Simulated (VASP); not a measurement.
Here is a VASP 6.6.1 calculation.

Contents of INCAR:

```
PREC = Accurate
ENCUT = 600
EDIFF = 1E-6
ISMEAR = 0
SIGMA = 0.1
LREAL = F
LASPH = T
NELM = 80
ALGO = Fast
ISIF = 3
LWAVE = F
LCHARG = F
GGA = PE
IBRION = 2
NSW = 100
EDIFFG = -0.01
```

Contents of KPOINTS:

```
Automatic mesh
0
Gamma
  10 10 10
```

The input POSCAR:

```
Ca3Ni
1.0
    4.8642790114      0.0000000000      0.0000000000
    0.0000000000      4.8642790114      0.0000000000
    0.0000000000      0.0000000000      4.8642790114
Ca Ni
3 1
Direct
    0.0000000000      0.5000000000      0.5000000000
    0.5000000000      0.0000000000      0.5000000000
    0.5000000000      0.5000000000      0.0000000000
    0.0000000000      0.0000000000      0.0000000000
```

Potentials or basis: VASP PAW PBE potentials, release 64 (Ca_sv, Ni).

Launch:

```console
$ cat potpaw_PBE.64/Ca_sv/POTCAR potpaw_PBE.64/Ni/POTCAR > POTCAR
$ mpirun -np 1 vasp_std > vasp.out
```

Problem. What does it give for the band gap on the k mesh?

Solution. Zero (bands 20 and 21 overlap by 1.52 eV).

Problem. What does it give for the relaxed volume?

Solution. 28.97 Å³/atom.

Step by step:
```tsv
step	energy change (eV)	largest force (eV/Å)	pressure (GPa)	volume (Å³)
1	0.0000	0.0000	0.46	115.09
2	-0.0189	0.0000	-0.15	116.48
3	-0.0190	0.0000	-0.15	116.46
4	-0.0192	0.0000	-0.07	116.12
5	-0.0193	0.0000	-0.01	115.88
```

Spin polarisation is off, so any magnetic state and its effect on volume and gap are missing.
